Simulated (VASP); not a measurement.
The system is TePt3.

```xyz
4
Lattice="4.2496 0.0000 0.0000 0.0000 4.2496 0.0000 0.0000 0.0000 4.2496" Properties=species:S:1:pos:R:3 pbc="T T T"
Te    0.0000    0.0000    0.0000
Pt    0.0000    2.1248    2.1248
Pt    2.1248    0.0000    2.1248
Pt    2.1248    2.1248    0.0000
```

```yaml
Program: VASP 6.6.1
Task: relaxation of cell and atoms
Functional: PBE
Potentials_or_basis: VASP PAW PBE potentials, release 64 (Te, Pt)
Cutoff: 600 eV
k_mesh: 4 × 4 × 4
Occupations: gaussian, width 0.1 eV
Spin: no spin polarisation
```

At the start: pressure -11.6 GPa; volume 19.19 Å³/atom.

Question: How do energy, volume and symmetry change on relaxing?

Answer: Over 3 steps the energy falls by 61.9 meV/atom and the volume is 17.67 Å³/atom (-7.9 %); space group Pm-3m (No. 221, to 0.1 Å) before and after.

Step by step:
```tsv
step	energy change (eV)	largest force (eV/Å)	pressure (GPa)	volume (Å³)
1	0.0000	0.0000	-11.63	76.74
2	0.4148	0.0000	29.74	62.30
3	-0.2475	0.0000	-0.36	70.66
```

Final structure:
```
Te Pt
1.0
     4.13423    0.00000    0.00000
     0.00000    4.13423    0.00000
     0.00000    0.00000    4.13423
Te Pt
1 3
Cartesian
  0.0000 0.0000 0.0000
  0.0000 2.0671 2.0671
  2.0671 0.0000 2.0671
  2.0671 2.0671 0.0000
```

Caveat: the k points lie up to 0.38 Å⁻¹ apart in the final cell, too coarse for converged energies and pressures of a metal.
